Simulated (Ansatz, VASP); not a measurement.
**One calculation of H4C, two programs**

```
C H
1.0
     7.95811    0.00000    0.00000
     0.00000    7.95811    0.00000
     0.00000    0.00000    7.95811
C H
8 32
Direct
  0.77219 0.35484 0.86702
  0.16469 0.61765 0.29842
  0.80294 0.17932 0.49460
  0.39835 0.79922 0.03170
  0.65104 0.75290 0.50087
  0.06411 0.12273 0.04065
  0.19567 0.02173 0.53452
  0.28896 0.56702 0.73730
  0.80992 0.34097 0.99791
  0.86604 0.42871 0.80005
  0.65112 0.41852 0.86092
  0.76168 0.23117 0.80920
  0.26053 0.70256 0.34691
  0.08663 0.57315 0.40174
  0.22494 0.51086 0.23745
  0.08666 0.68401 0.20756
  0.86642 0.21716 0.60987
  0.66796 0.19743 0.50877
  0.82889 0.04725 0.46945
  0.84850 0.25545 0.39030
  0.48011 0.86244 0.12152
  0.26968 0.80026 0.07852
  0.43993 0.66978 0.01538
  0.40367 0.86438 0.91140
  0.63221 0.67864 0.61436
  0.76210 0.70778 0.43471
  0.66838 0.88443 0.53475
  0.54146 0.74075 0.41968
  0.09921 0.16814 0.91634
  0.12916 0.00500 0.06629
  0.92883 0.10206 0.04518
  0.09924 0.21573 0.13481
  0.27536 0.10258 0.61108
  0.11590 0.94591 0.61599
  0.27408 0.93953 0.45808
  0.11733 0.09891 0.45294
  0.39658 0.64551 0.76899
  0.25868 0.48605 0.84348
  0.31922 0.48992 0.62827
  0.18134 0.64662 0.70845
```

Alike in both runs: functional LDA; k mesh 1 × 1 × 1; occupations fermi-dirac, width 0.02 eV; no spin polarisation.

Ansatz relaxed the structure, and its values are those at the end. VASP's run is a single point on that final structure, the one shown.

|  | VASP | Ansatz |
| --- | --- | --- |
| version | VASP 6.6.1 | Ansatz 0.2.0 |
| potentials or method | VASP PAW LDA potentials, release 64 (C, H), cutoff 520 eV | scalar-relativistic, plane waves, PAW |
| valence electrons in the cell | 64 | 64 |

|  | VASP | Ansatz | Ansatz less VASP |
| --- | --- | --- | --- |
| rms of the force components (eV/Å) | 0.163 | 0.142 | -0.0215 |

LDA's correlation is that of Perdew and Zunger in VASP and of Perdew and Wang (1992) in Ansatz.
